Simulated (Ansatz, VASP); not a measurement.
# Two plane-wave programs on BSb2As3

```xyz
6
Lattice="4.8046 0.0000 0.0000 -2.4023 4.1609 0.0000 0.0000 0.0000 7.4267" Properties=species:S:1:pos:R:3 pbc="T T T"
B     0.0000    0.0000    3.7133
Sb    0.0000    0.0000    1.6184
Sb    0.0000    0.0000    5.8083
As    2.4023    0.0000    3.7133
As   -1.2012    2.0805    3.7133
As    1.2012    2.0805    3.7133
```

Alike in both runs: task relaxation of cell and atoms; functional PBE; k mesh 6 × 6 × 4; occupations gaussian, width 0.1 eV; no spin polarisation.

```csv
,VASP,Ansatz
version,VASP 6.6.1,Ansatz 0.2.0
potentials or method,"VASP PAW PBE potentials, release 64 (B, Sb, As), cutoff 600 eV","scalar-relativistic, plane waves, PAW"
valence electrons in the cell,28,78
```

```tsv
	VASP	Ansatz	Ansatz less VASP
gap on the k mesh at the Fermi level, each at its own relaxed structure (eV)	none	none	-
relaxed volume (Å³/atom)	35.83	36.54	+0.712
relaxed cell length with the largest relative difference (Å)	8.215	8.346	+0.1312
```

A gap of «none» marks a metal or a gap that the smearing closes. VASP's potentials hold 28 valence electrons a cell and Ansatz's 78, so a difference there can come from the potentials and not from the codes.

Neither program's run includes spin-orbit coupling. Noted on VASP's run: the volume moved by over 15 % at a fixed basis, so the end points are rough.
